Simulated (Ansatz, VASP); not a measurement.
Re in VASP and in Ansatz

```
CELL_PARAMETERS angstrom
4.43232 0.00000 0.00000
-2.21616 3.83850 0.00000
0.00000 0.00000 2.78735
ATOMIC_POSITIONS crystal
Re 0.00000 0.00000 0.00000
Re 0.33333 0.66667 0.50000
Re 0.66667 0.33333 0.50000
```

Alike in both runs: functional BLYP; k mesh 8 × 8 × 12; occupations fermi-dirac, width 0.1 eV; no spin polarisation.

Ansatz relaxed the structure, and its values are those at the end. VASP's run is a single point on that final structure, the one shown.

|  | VASP | Ansatz |
| --- | --- | --- |
| version | VASP 6.6.1 | Ansatz 0.2.0 |
| potentials or method | VASP PAW PBE potentials, release 64 (Re), cutoff 520 eV | plane waves (420 eV) with PAW, scalar-relativistic |
| valence electrons in the cell | 21 | 45 |

VASP gave:

| Property | Result |
| --- | --- |
| pressure (GPa) | 1.4 |

**Question.** Which values does Ansatz return?

**Answer.** Pressure (GPa): 0.0.

VASP's potentials were made for PBE, not for BLYP. With one functional, cell and mesh, what is left measures potentials, basis and numerics. VASP's potentials hold 21 valence electrons a cell and Ansatz's 45, so a difference there can come from the potentials and not from the codes.

Spin-orbit coupling is off throughout.
